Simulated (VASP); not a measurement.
# PbS (Fm-3m) in VASP: notebook

The runs below take PbS through single point, relaxation of cell and atoms, with LDA.

Everything below comes from runs of VASP 6.6.1. Logs are shortened: lines on timing, memory, paths and dates and some standing lists are left out, and cuts for length are marked.

### 1 The cell of the first run

Symmetry: Fm-3m, No. 225, cubic system. The conventional cell has a = 5.846 Å, b = 5.846 Å, c = 5.846 Å, α = 90.00°, β = 90.00°, γ = 90.00°. Pb (site symmetry m-3m) has 6 S at 2.92 Å within 3.8 Å. S (site symmetry m-3m) has 6 Pb at 2.92 Å within 3.8 Å.

### 2 Single point, LDA

Contents of INCAR:

```
SYSTEM = PbS
ALGO = Normal
EDIFF = 1E-7
ENCUT = 520
GGA = CA
ISIF = 2
ISMEAR = 0
LASPH = .True.
LCHARG = .False.
LREAL = .False.
LWAVE = .False.
NBANDS = 17
NELM = 60
PREC = Accurate
SIGMA = 0.01
```

Contents of KPOINTS:

```
k-points
0
Gamma
  10 10 10
  0 0 0
```

Contents of POSCAR:

```
PbS
1.0
    0.0000000000      2.9230646796      2.9230646796
    2.9230646796      0.0000000000      2.9230646796
    2.9230646796      2.9230646796      0.0000000000
Pb S
1 1
Direct
    0.0000000000      0.0000000000      0.0000000000
    0.5000000000      0.5000000000      0.5000000000
```

Potentials or basis: VASP PAW LDA potentials, release 64 (Pb_d, S).

The run is started by

```bash
$ cat potpaw_LDA.64/Pb_d/POTCAR potpaw_LDA.64/S/POTCAR > POTCAR
$ mpirun -np 1 vasp_std > vasp.out
```

OUTCAR:

```text
SYSTEM = PbS
   EDIFF = 1E-7
   ENCUT = 520
   GGA = CA
   ISIF = 2
   ISMEAR = 0
   LASPH = .True.
   LREAL = .False.
   NELM = 60
   PREC = Accurate

 ion  position               nearest neighbor table
   1  0.000  0.000  0.000-   2 2.92   2 2.92   2 2.92   2 2.92   2 2.92   2 2.92
   2  0.500  0.500  0.500-   1 2.92   1 2.92   1 2.92   1 2.92   1 2.92   1 2.92

  LATTYP: Found a face centered cubic cell.
 ALAT       =     5.8461293592

  Lattice vectors:

 A1 = (   0.0000000000,   2.9230646796,   2.9230646796)
 A2 = (   2.9230646796,   0.0000000000,   2.9230646796)
 A3 = (   2.9230646796,   2.9230646796,   0.0000000000)

Analysis of symmetry for initial positions (statically):
=====================================================================
 Subroutine PRICEL returns:
 Original cell was already a primitive cell.

 Routine SETGRP: Setting up the symmetry group for a
 face centered cubic supercell.

 Subroutine GETGRP returns: Found 48 space group operations
 (whereof 48 operations were pure point group operations)
 out of a pool of 48 trial point group operations.

The static configuration has the point symmetry O_h .

Analysis of symmetry for dynamics (positions and initial velocities):
=====================================================================
 Subroutine PRICEL returns:
 Original cell was already a primitive cell.

 Routine SETGRP: Setting up the symmetry group for a
 face centered cubic supercell.

 Subroutine GETGRP returns: Found 48 space group operations
 (whereof 48 operations were pure point group operations)
 out of a pool of 48 trial point group operations.

The dynamic configuration has the point symmetry O_h .

 Subroutine INISYM returns: Found 48 space group operations
 (whereof 48 operations are pure point group operations),
 and found     1 'primitive' translations

----------------------------------------------------------------------------------------

                                     Primitive cell

  volume of cell :      49.9511

  direct lattice vectors                    reciprocal lattice vectors
     0.000000000  2.923064680  2.923064680    -0.171053348  0.171053348  0.171053348
     2.923064680  0.000000000  2.923064680     0.171053348 -0.171053348  0.171053348
     2.923064680  2.923064680  0.000000000     0.171053348  0.171053348 -0.171053348

  length of vectors
[... 80 lines left out ...]
   ENCUT  =  520.0 eV  38.22 Ry    6.18 a.u.   7.69  7.69  7.69*2*pi/ulx,y,z
   NELM   =     60;   NELMIN=  2; NELMDL= -5     # of ELM steps
   EDIFF  = 0.1E-06   stopping-criterion for ELM
   LREAL  =      F    real-space projection
   EDIFFG = 0.1E-05   stopping-criterion for IOM
   NSW    =      0    number of steps for IOM
   IBRION =     -1    ionic relax: 0-MD 1-quasi-New 2-CG
   NFREE  =      0    steps in history (QN), initial steepest desc. (CG)
   ISIF   =      2    stress and relaxation
   ISYM   =      2    0-nonsym 1-usesym 2-fastsym
   POTIM  = 0.5000    time-step for ionic-motion
   TEBEG  =    0.0;   TEEND  =   0.0 temperature during run
   PSTRESS=    0.0 pullay stress
   NELECT =      20.0000    total number of electrons
   NUPDOWN=      -1.0000    fix difference up-down
   EMIN   =  10.00;   EMAX   =-10.00  energy-range for DOS
   EFERMI =   0.00;   METHOD = LEGACY
   ISMEAR =     0;   SIGMA  =   0.01  broadening in eV -4-tet -1-fermi 0-gaus
   EFERMI_NEDOS =   21; number of points for ismear=-14 and -15
   IALGO  =     38    algorithm
   IMIX   =      4    mixing-type and parameters
     AMIX     =   0.40;   BMIX     =  1.00
     AMIX_MAG =   1.60;   BMIX_MAG =  1.00
  volume/ion in A,a.u.               =      24.98       168.54
  Fermi-wavevector in a.u.,A,eV,Ry     =   1.206618  2.280177 19.809084  1.455927
  Thomas-Fermi vector in A             =   2.342280
   LORBIT       =      0    0 simple, 1 ext, 2 COOP (PROOUT), +10 PAW based schemes
   GGA     = CA    functional components
   LHFCALC =     F    Hartree Fock is set to
   AEXX    =    0.0000 exact exchange contribution
   IVDW    =     0    specifies the selected vdW correction
   LEPSILON=     F    determine dielectric tensor
   LRPA    =     F    only Hartree local field effects (RPA)
 non-spin polarized calculation
 Gauss-broadening in eV      SIGMA  =   0.01
  energy-cutoff  :      520.00
  volume of cell :       49.95
 maximum number of plane-waves:      1363
   NGX = 15   NGY = 15   NGZ = 15

 number of electron      19.9999997 magnetization

 Free energy of the ion-electron system (eV)
  ---------------------------------------------------
  ext. energy  EPLUGINS =         0.00000000
  ---------------------------------------------------
  free energy    TOTEN  =        -9.99824537 eV

  energy without entropy =       -9.99824436  energy(sigma->0) =       -9.99824486

 E-fermi :   6.2626     XC(G=0): -10.2287

 val. band max:        6.2431508451   @ k =   0.5000   0.0000   0.0000
 cond. band min:       6.2821246323   @ k =   0.5000   0.0000   0.0000
 fundamental gap:      0.0389737872
 Fermi energy:         6.2626377428

 k-point     1 :       0.0000    0.0000    0.0000
  band No.  band energies     occupation
      1     -10.6716      2.00000
      2     -10.6716      2.00000
      3     -10.6716      2.00000
      4     -10.6639      2.00000
      5     -10.6639      2.00000
      6      -7.7888      2.00000
[... 457 lines left out ...]
      4     -10.6161      2.00000
      5     -10.6114      2.00000
      6      -6.3733      2.00000
[... 9 lines left out ...]
     16      17.2424      0.00000
     17      17.8289      0.00000

 [... further k-points ...]

------------------------ aborting loop because EDIFF is reached ----------------------------------------

  FORCE on cell =-STRESS in cart. coord.  units (eV):
  Direction    XX          YY          ZZ          XY          YZ          ZX
  --------------------------------------------------------------------------------------
  -------------------------------------------------------------------------------------
  Total        0.0211441      0.0211441      0.0211441     -0.0000000      0.0000000     -0.0000000
  in kB        0.6781960      0.6781960      0.6781960     -0.0000000      0.0000000     -0.0000000
  external PRESSURE =       0.6781960 kB  Pullay stress =       0.0000000 kB

 VOLUME and BASIS-vectors are now :
 -----------------------------------------------------------------------------
  energy-cutoff  :      520.00
  volume of cell :       49.95
      direct lattice vectors                 reciprocal lattice vectors
     0.000000000  2.923064680  2.923064680    -0.171053348  0.171053348  0.171053348
     2.923064680  0.000000000  2.923064680     0.171053348 -0.171053348  0.171053348
     2.923064680  2.923064680  0.000000000     0.171053348  0.171053348 -0.171053348

 POSITION                                       TOTAL-FORCE (eV/Angst)
 -----------------------------------------------------------------------------------
      0.00000      0.00000      0.00000        -0.000000      0.000000      0.000000
      2.92306      2.92306      2.92306         0.000000     -0.000000     -0.000000
 -----------------------------------------------------------------------------------
    total drift:                                0.000000     -0.000000     -0.000000

  FREE ENERGIE OF THE ION-ELECTRON SYSTEM (eV)
  ---------------------------------------------------
  free  energy   TOTEN  =        -9.9982453700 eV

  energy  without entropy=       -9.9982443576  energy(sigma->0) =       -9.99824486
```

stdout:

```text
POSCAR found type information on POSCAR PbS
 POSCAR found :  2 types and       2 ions
 scaLAPACK will be used
 LDA part: xc-table for (Slater(with rela. corr.)+CA(PZ))
 , standard interpolation
 POSCAR, INCAR and KPOINTS ok, starting setup
 FFT: planning ... GRIDC
 FFT: planning ... GRID_SOFT
 FFT: planning ... GRID
 WAVECAR not read
 entering main loop
```

Run time: 12 s. Hardware: 1 thread of Intel Xeon 6975P-C (Granite Rapids), shared host; peak memory 0.17 GiB.

Results:

```yaml
Free_energy: -9.9982 eV
Pressure: 0.1 GPa
Band_gap_on_the_k_mesh: 0.04 eV
```

Levels at points of the mesh, in eV from the valence-band top:
```csv
k point,band 8,band 9,band 10,band 11,band 12,band 13
"(0.00, 0.00, 0.00)",-2.44,-2.44,-2.44,5.14,5.14,5.14
"(0.50, 0.00, 0.00)",-1.99,-1.99,0.00,0.04,1.68,1.68
"(0.50, 0.50, 0.00)",-5.70,-3.81,-3.81,3.48,5.55,5.67
```

Caveat: spin-orbit coupling is left out, which moves the levels of the heavy elements.

### 3 Relaxation of cell and atoms, LDA

This run uses another cell than the first one, of 26.09 Å³/atom.

Contents of INCAR:

```
ALGO = Normal ; EDIFF = 1E-6
EDIFFG = -0.005 ; ENCUT = 600
IBRION = 2 ; ISIF = 3
ISMEAR = 0 ; LASPH = True
LCHARG = False ; LREAL = False
LWAVE = False ; NELM = 100
NSW = 100 ; PREC = Accurate
SIGMA = 0.01
```

Contents of KPOINTS:

```
k-points
0
Gamma
  10 10 10
```

Contents of POSCAR:

```
PbS
1.0
    0.0000000000      2.9657500000      2.9657500000
    2.9657500000      0.0000000000      2.9657500000
    2.9657500000      2.9657500000      0.0000000000
Pb S
1 1
Direct
    0.0000000000      0.0000000000      0.0000000000
    0.5000000000      0.5000000000      0.5000000000
```

Potentials or basis: VASP PAW LDA potentials, release 64 (Pb_d, S).

The run is started by

```bash
$ cat potpaw_LDA.64/Pb_d/POTCAR potpaw_LDA.64/S/POTCAR > POTCAR
$ mpirun -np 1 vasp_std > vasp.out
```

It took 37 s on 1 thread of Intel Xeon 6975P-C (Granite Rapids), shared host; peak memory 0.2 GiB.

It converged, with:

```yaml
Free_energy: -9.9987 eV
Relaxed_volume: 25.04 Å³/atom
Relaxed_cell: a = 4.137 Å, b = 4.137 Å, c = 4.137 Å, α = 60.00°, β = 60.00°, γ = 60.00°
Space_group_after_relaxing_to_0.1_Å: Fm-3m (No. 225)
Energy_gained_by_relaxing: 8.5 meV/atom
Ionic_steps: 4
Pressure_after_relaxing: 0.0 GPa
Band_gap_on_the_k_mesh: 0.05 eV
```

The path:
| step | energy change (eV) | largest force (eV/Å) | pressure (GPa) | volume (Å³) |
| --- | --- | --- | --- | --- |
| 1 | 0.0000 | 0.0000 | -2.49 | 52.17 |
| 2 | -0.0140 | 0.0000 | 1.12 | 49.17 |
| 3 | -0.0170 | 0.0000 | 0.05 | 50.04 |
| 4 | -0.0170 | 0.0000 | -0.02 | 50.08 |

Final structure:
```
CELL_PARAMETERS angstrom
0.00000 2.92556 2.92556
2.92556 0.00000 2.92556
2.92556 2.92556 0.00000
ATOMIC_POSITIONS crystal
Pb 0.00000 0.00000 0.00000
S 0.50000 0.50000 0.50000
```

Levels at points of the mesh, in eV from the valence-band top:
```tsv
k point	band 7	band 8	band 9	band 10	band 11	band 12	band 13	band 14
(0.00, 0.00, 0.00)	-6.06	-2.42	-2.42	-2.42	5.14	5.14	5.14	6.49
(0.50, 0.00, 0.00)	-9.23	-1.98	-1.98	0.00	0.05	1.69	1.69	8.47
(0.50, 0.50, 0.00)	-7.40	-5.67	-3.79	-3.79	3.49	5.55	5.67	5.67
```

Caveat: spin-orbit coupling is left out, which moves the levels of the heavy elements.
